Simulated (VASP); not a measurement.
# KI2 (P4_2/mnm) in VASP: notebook, part 2 of 3

VASP 6.6.1. The steps go on from the part before.

### Step 4. Relaxation of cell and atoms, PBE

INCAR

```
ALGO = Normal
EDIFF = 1E-6
EDIFFG = -0.04
ENCUT = 600
GGA = PE
IBRION = 2
ISIF = 3
ISMEAR = 0
LASPH = T
LCHARG = F
LREAL = F
LWAVE = F
NELM = 60
NSW = 90
PREC = Accurate
SIGMA = 0.1
```

KPOINTS

```
k-points
0
Gamma
  4 4 4
```

POSCAR

```
KI2
1.0
    7.3774413386      0.0000000000      0.0000000000
    0.0000000000      7.3774413386      0.0000000000
    0.0000000000      0.0000000000      4.7518173533
K I
2 4
Direct
    0.0000000000      0.0000000000      0.0000000000
    0.5000000000      0.5000000000      0.5000000000
    0.3060000000      0.3060000000      0.0000000000
    0.1940000000      0.8060000000      0.5000000000
    0.6940000000      0.6940000000      0.0000000000
    0.8060000000      0.1940000000      0.5000000000
```

Potentials or basis: VASP PAW PBE potentials, release 64 (K_sv, I).

On the command line:

```sh
cat potpaw_PBE.64/K_sv/POTCAR potpaw_PBE.64/I/POTCAR > POTCAR
mpirun -np 1 vasp_std > vasp.out
```

OUTCAR:

```text
EDIFF = 1E-6
   EDIFFG = -0.04
   ENCUT = 600
   GGA = PE
   IBRION = 2
   ISIF = 3
   ISMEAR = 0
   LASPH = T
   LREAL = F
   NELM = 60
   NSW = 90
   PREC = Accurate

 ion  position               nearest neighbor table
   1  0.000  0.000  0.000-   4 3.12   6 3.12   4 3.12   6 3.12   5 3.19   3 3.19
   2  0.500  0.500  0.500-   3 3.12   5 3.12   3 3.12   5 3.12   4 3.19   6 3.19
   3  0.306  0.306  0.000-   2 3.12   2 3.12   1 3.19
   4  0.194  0.806  0.500-   1 3.12   1 3.12   2 3.19
   5  0.694  0.694  0.000-   2 3.12   2 3.12   1 3.19
   6  0.806  0.194  0.500-   1 3.12   1 3.12   2 3.19

  LATTYP: Found a simple tetragonal cell.
 ALAT       =     7.3774413386
 C/A-ratio  =     0.6441010013

  Lattice vectors:

 A1 = (   7.3774413386,   0.0000000000,   0.0000000000)
 A2 = (   0.0000000000,   7.3774413386,   0.0000000000)
 A3 = (   0.0000000000,   0.0000000000,   4.7518173533)

Analysis of symmetry for initial positions (statically):
=====================================================================
 Subroutine PRICEL returns:
 Original cell was already a primitive cell.

 Routine SETGRP: Setting up the symmetry group for a
 simple tetragonal supercell.

 Subroutine GETGRP returns: Found 16 space group operations
 (whereof  8 operations were pure point group operations)
 out of a pool of 16 trial point group operations.

The static configuration has the point symmetry D_2h.
 The point group associated with its full space group is D_4h.

Analysis of symmetry for dynamics (positions and initial velocities):
=====================================================================
 Subroutine PRICEL returns:
 Original cell was already a primitive cell.

 Routine SETGRP: Setting up the symmetry group for a
 simple tetragonal supercell.

 Subroutine GETGRP returns: Found 16 space group operations
 (whereof  8 operations were pure point group operations)
 out of a pool of 16 trial point group operations.

The dynamic configuration has the point symmetry D_2h.
 The point group associated with its full space group is D_4h.

 Subroutine INISYM returns: Found 16 space group operations
 (whereof  8 operations are pure point group operations),
 and found     1 'primitive' translations

----------------------------------------------------------------------------------------

                                     Primitive cell

  volume of cell :     258.6255

  direct lattice vectors                    reciprocal lattice vectors
     7.377441339  0.000000000  0.000000000     0.135548350  0.000000000  0.000000000
     0.000000000  7.377441339  0.000000000     0.000000000  0.135548350  0.000000000
     0.000000000  0.000000000  4.751817353     0.000000000  0.000000000  0.210445799

  length of vectors
     7.377441339  7.377441339  4.751817353     0.135548350  0.135548350  0.210445799

  position of ions in fractional coordinates (direct lattice)
     0.000000000  0.000000000  0.000000000
     0.500000000  0.500000000  0.500000000
     0.306000000  0.306000000  0.000000000
     0.194000000  0.806000000  0.500000000
     0.694000000  0.694000000  0.000000000
     0.806000000  0.194000000  0.500000000

  ion indices of the primitive-cell ions
   primitive index   ion index
                 1           1
                 2           2
                 3           3
                 4           4
                 5           5
                 6           6

----------------------------------------------------------------------------------------

 KPOINTS: k-points

Automatic generation of k-mesh.
 Grid dimensions read from file:
 generate k-points for:    4    4    4

 Generating k-lattice:

  Cartesian coordinates                     Fractional coordinates (reciprocal lattice)
     0.033887087  0.000000000  0.000000000     0.250000000  0.000000000  0.000000000
     0.000000000  0.033887087  0.000000000     0.000000000  0.250000000  0.000000000
     0.000000000  0.000000000  0.052611450     0.000000000  0.000000000  0.250000000

  Length of vectors
     0.033887087  0.033887087  0.052611450

  Shift w.r.t. Gamma in fractional coordinates (k-lattice)
     0.000000000  0.000000000  0.000000000

 Subroutine IBZKPT returns following result:
 ===========================================

 Found     18 irreducible k-points:

 Following reciprocal coordinates:
            Coordinates               Weight
  0.000000  0.000000  0.000000      1.000000
  0.250000  0.000000  0.000000      4.000000
  0.500000  0.000000  0.000000      2.000000
  0.250000  0.250000  0.000000      4.000000
  0.500000  0.250000  0.000000      4.000000
  0.500000  0.500000  0.000000      1.000000
[... 10 lines left out ...]
  0.500000  0.250000  0.500000      4.000000
  0.500000  0.500000  0.500000      1.000000
   k-points           NKPTS =     18   k-points in BZ     NKDIM =     18   number of bands    NBANDS=     27
   number of dos      NEDOS =    301   number of ions     NIONS =      6
   total plane-waves  NPLWV = 144000
   dimension x,y,z NGX =    60 NGY =   60 NGZ =   40
   dimension x,y,z NGXF=   120 NGYF=  120 NGZF=   80
   ions per type =               2   4
   NGX,Y,Z   is equivalent  to a cutoff of  13.52, 13.52, 13.99 a.u.
   NGXF,Y,Z  is equivalent  to a cutoff of  27.04, 27.04, 27.99 a.u.
 SYSTEM =  unknown system
   PREC   = accura    normal or accurate (medium, high low for compatibility)
   ISTART =      0    job   : 0-new  1-cont  2-samecut
   ICHARG =      2    charge: 1-file 2-atom 10-const
   ISPIN  =      1    spin polarized calculation?
   LNONCOLLINEAR =      F non collinear calculations
   LSORBIT =      F    spin-orbit coupling
   LASPH  =      T    aspherical Exc in radial PAW
   ENCUT  =  600.0 eV  44.10 Ry    6.64 a.u.  14.73 14.73  9.49*2*pi/ulx,y,z
   NELM   =     60;   NELMIN=  2; NELMDL= -5     # of ELM steps
   EDIFF  = 0.1E-05   stopping-criterion for ELM
   LREAL  =      F    real-space projection
   EDIFFG = -.4E-01   stopping-criterion for IOM
   NSW    =     90    number of steps for IOM
   IBRION =      2    ionic relax: 0-MD 1-quasi-New 2-CG
   NFREE  =      1    steps in history (QN), initial steepest desc. (CG)
   ISIF   =      3    stress and relaxation
   ISYM   =      2    0-nonsym 1-usesym 2-fastsym
   POTIM  = 0.5000    time-step for ionic-motion
   TEBEG  =    0.0;   TEEND  =   0.0 temperature during run
   PSTRESS=    0.0 pullay stress
   NELECT =      46.0000    total number of electrons
   NUPDOWN=      -1.0000    fix difference up-down
   EMIN   =  10.00;   EMAX   =-10.00  energy-range for DOS
   EFERMI =   0.00;   METHOD = LEGACY
   ISMEAR =     0;   SIGMA  =   0.10  broadening in eV -4-tet -1-fermi 0-gaus
   EFERMI_NEDOS =   21; number of points for ismear=-14 and -15
   IALGO  =     38    algorithm
   IMIX   =      4    mixing-type and parameters
     AMIX     =   0.40;   BMIX     =  1.00
     AMIX_MAG =   1.60;   BMIX_MAG =  1.00
  volume/ion in A,a.u.               =      43.10       290.88
  Fermi-wavevector in a.u.,A,eV,Ry     =   0.920669  1.739813 11.532734  0.847632
  Thomas-Fermi vector in A             =   2.046001
   LORBIT       =      0    0 simple, 1 ext, 2 COOP (PROOUT), +10 PAW based schemes
   GGA     = PE    functional components
   LHFCALC =     F    Hartree Fock is set to
   AEXX    =    0.0000 exact exchange contribution
   IVDW    =     0    specifies the selected vdW correction
   LEPSILON=     F    determine dielectric tensor
   LRPA    =     F    only Hartree local field effects (RPA)
 conjugate gradient relaxation of ions
 non-spin polarized calculation
 Gauss-broadening in eV      SIGMA  =   0.10
  energy-cutoff  :      600.00
  volume of cell :      258.63
 maximum number of plane-waves:      8656
 NGX is ok and might be reduce to    60
   NGX = 29   NGY = 29   NGZ = 19

--------------------------------------- Ionic step        1  -------------------------------------------

 number of electron      45.9999999 magnetization

 Free energy of the ion-electron system (eV)
  ---------------------------------------------------
  ext. energy  EPLUGINS =         0.00000000
  ---------------------------------------------------
  free energy    TOTEN  =       -10.98344575 eV

  energy without entropy =      -10.89241907  energy(sigma->0) =      -10.93793241

 E-fermi :   0.1173     XC(G=0):  -7.4584

 val. band max:        0.1116616230   @ k =   0.5000   0.0000   0.0000
 cond. band min:       0.1194588940   @ k =   0.2500   0.0000   0.2500
 fundamental gap:      0.0077972710
 Fermi energy:         0.1172999612

 k-point     1 :       0.0000    0.0000    0.0000
  band No.  band energies     occupation
      1     -27.8248      2.00000
      2     -27.8233      2.00000
      3     -11.8247      2.00000
      4     -11.8247      2.00000
      5     -11.4545      2.00000
      6     -11.4411      2.00000
[... 726 lines left out ...]
  energy  without entropy=      -11.8337116892  energy(sigma->0) =      -11.89494102

--------------------------------------- Ionic step        6  -------------------------------------------

 number of electron      46.0000003 magnetization

 Free energy of the ion-electron system (eV)
  ---------------------------------------------------
  ext. energy  EPLUGINS =         0.00000000
  ---------------------------------------------------
  free energy    TOTEN  =       -11.95751735 eV

  energy without entropy =      -11.83651592  energy(sigma->0) =      -11.89701663

 E-fermi :  -1.6702     XC(G=0):  -6.2544

 val. band max:       -1.6723629667   @ k =   0.2500   0.0000   0.2500
 cond. band min:      -1.6660726568   @ k =   0.5000   0.0000   0.0000
 fundamental gap:      0.0062903099
 Fermi energy:        -1.6702041341

 k-point     1 :       0.0000    0.0000    0.0000
  band No.  band energies     occupation
      1     -30.0148      2.00000
      2     -30.0146      2.00000
      3     -13.5895      2.00000
      4     -13.5895      2.00000
      5     -13.5260      2.00000
      6     -13.5260      2.00000
[... 562 lines left out ...]
  FREE ENERGIE OF THE ION-ELECTRON SYSTEM (eV)
  ---------------------------------------------------
  free  energy   TOTEN  =       -11.9575173524 eV

  energy  without entropy=      -11.8365159165  energy(sigma->0) =      -11.89701663

 reached required accuracy - stopping structural energy minimisation
```

Run time: 5.8 min. Hardware: 1 thread of Intel Xeon 6975P-C (Granite Rapids), shared host; peak memory 0.45 GiB.

Results:

```yaml
Free_energy: -11.9575 eV
Relaxed_volume: 59.02 Å³/atom
Relaxed_cell: a = 8.062 Å, b = 8.062 Å, c = 5.449 Å, α = 90.00°, β = 90.00°, γ = 90.00°
Space_group_after_relaxing_to_0.1_Å: P4_2/mnm (No. 136)
Energy_gained_by_relaxing: 162.3 meV/atom
Ionic_steps: 6
Pressure_after_relaxing: 0.0 GPa
Largest_force_after_relaxing: 0.038 eV/Å
Band_gap_on_the_k_mesh: zero (bands 23 and 24 overlap by 0.31 eV)
```

Forces in eV/Å, atoms in the order of the input:
```
K    0.000  0.000  0.000
K    0.000  0.000  0.000
I    0.027  0.027  0.000
I   -0.027  0.027  0.000
I   -0.027 -0.027  0.000
I    0.027 -0.027  0.000
```

Step by step:
| step | energy change (eV) | largest force (eV/Å) | pressure (GPa) | volume (Å³) |
| --- | --- | --- | --- | --- |
| 1 | 0.0000 | 0.4025 | 4.23 | 258.63 |
| 2 | -0.7830 | 0.0886 | 1.36 | 303.57 |
| 3 | -0.9461 | 0.0014 | 0.44 | 332.41 |
| 4 | -0.8990 | 0.0627 | -0.48 | 395.32 |
| 5 | -0.9727 | 0.0427 | -0.07 | 358.58 |
| 6 | -0.9741 | 0.0375 | 0.00 | 354.11 |

Final structure:
```cif
data_structure
_symmetry_space_group_name_H-M 'P 1'
_symmetry_Int_Tables_number 1
_cell_length_a 8.0617
_cell_length_b 8.0617
_cell_length_c 5.4486
_cell_angle_alpha 90.000
_cell_angle_beta 90.000
_cell_angle_gamma 90.000
_cell_volume 354.11
loop_
_atom_site_label
_atom_site_type_symbol
_atom_site_fract_x
_atom_site_fract_y
_atom_site_fract_z
_atom_site_occupancy
K1 K 0.00000 0.00000 0.00000 1
K2 K 0.50000 0.50000 0.50000 1
I1 I 0.30229 0.30229 0.00000 1
I2 I 0.19771 0.80229 0.50000 1
I3 I 0.69771 0.69771 0.00000 1
I4 I 0.80229 0.19771 0.50000 1
```

Caveat: the volume moved by over 15 % at a fixed basis, so the end points are rough; spin-orbit coupling is left out, which moves the levels of the heavy elements.

(Continued in part 3 of 3.)
